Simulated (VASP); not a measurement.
Runs of VASP 6.6.1 on Mo. The structure is that of space group P6_3/mmc (No. 194), or close to it. The cells are those of the table. This isn't the form of Mo at room conditions, which is bcc.

```tsv
task	cell	k mesh	cutoff (eV)	gap on the mesh (eV)	pressure (GPa)
relaxation of cell and atoms	relaxed from a = 2.804, b = 2.804, c = 4.579 Å, angles 90.0, 90.0, 120.0°, 2 atoms	13 × 13 × 7	600	none	0.0
single point	a = 2.791, b = 2.791, c = 4.974 Å, angles 90.0, 90.0, 120.0°, 2 atoms	15 × 15 × 7	520	none	0.8
single point	a = 2.791, b = 2.791, c = 4.974 Å, angles 90.0, 90.0, 120.0°, 2 atoms	21 × 21 × 11	520	none	0.8
single point	a = 2.714, b = 2.714, c = 4.838 Å, angles 90.0, 90.0, 120.0°, 2 atoms	15 × 15 × 7	520	none	22.3
single point	a = 2.898, b = 2.898, c = 5.166 Å, angles 90.0, 90.0, 120.0°, 2 atoms	15 × 15 × 7	520	none	-18.5
single point	a = 2.674, b = 2.674, c = 4.767 Å, angles 90.0, 90.0, 120.0°, 2 atoms	15 × 15 × 7	520	none	37.0
single point	a = 2.753, b = 2.753, c = 4.907 Å, angles 90.0, 90.0, 120.0°, 2 atoms	15 × 15 × 7	520	none	(a)
single point	a = 2.863, b = 2.863, c = 5.104 Å, angles 90.0, 90.0, 120.0°, 2 atoms	15 × 15 × 7	520	none	(b)
```

Alike in all rows: level BLYP; potentials or basis VASP PAW PBE potentials, release 64 (Mo_sv); no spin polarisation; smearing fermi-dirac 0.1 eV.

Question: Fill in the values left out.

Answer: (a) 10.4; (b) -13.4.

Caveats: the PAW data sets were made with another functional, which shifts forces and pressure a little; the cell stands under pressure (at least some runs); the cell stands under tension (at least some runs).

A k mesh can miss the band edges, and the runs leave out spin-orbit coupling on Mo.

A gap of «none» marks levels without a gap at the run's occupations.
